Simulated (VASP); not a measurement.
Here is a VASP 6.6.1 calculation.

The input INCAR:

```
  ALGO = Normal
  EDIFF = 1E-6
  ENCUT = 520
  GGA = PS
  ISIF = 2
  ISMEAR = 1
  LASPH = T
  LCHARG = F
  LREAL = F
  LWAVE = F
  NBANDS = 20
  NELM = 80
  PREC = Accurate
  SIGMA = 0.02
```

The input KPOINTS:

```
k-points
0
Gamma
  8 8 8
```

Contents of POSCAR:

```
SnO2
1.0
    1.6692930313      0.9637667758      4.9555562627
   -1.6692930313      0.9637667758      4.9555562627
    0.0000000000     -1.9275335516      4.9555562627
Sn O
1 2
Direct
    0.5000000000      0.5000000000      0.5000000000
    0.2371700000      0.2371700000      0.2371700000
    0.7628300000      0.7628300000      0.7628300000
```

Potentials or basis: VASP PAW PBE potentials, release 64 (Sn_d, O).

The run is started by

```sh
$ cat potpaw_PBE.64/Sn_d/POTCAR potpaw_PBE.64/O/POTCAR > POTCAR
$ mpirun -np 1 vasp_std > vasp.out
```

Task: Predict the pressure.

Result: -14.6 GPa.

Task: Estimate the largest force.

Result: 1.163 eV/Å.

Task: Estimate the band gap on the k mesh.

Result: 1.31 eV, indirect (least direct gap 1.38 eV).

Forces on the atoms (eV/Å):
```
Sn   0.000  0.000  0.000
O    0.000  0.000 -1.163
O    0.000  0.000  1.163
```

Caveat: the PAW data sets were made with another functional, which shifts forces and pressure a little; spin-orbit coupling is left out, which moves the levels of the heavy elements. A hybrid or GW would open this gap; PBEsol tends to underestimate it.
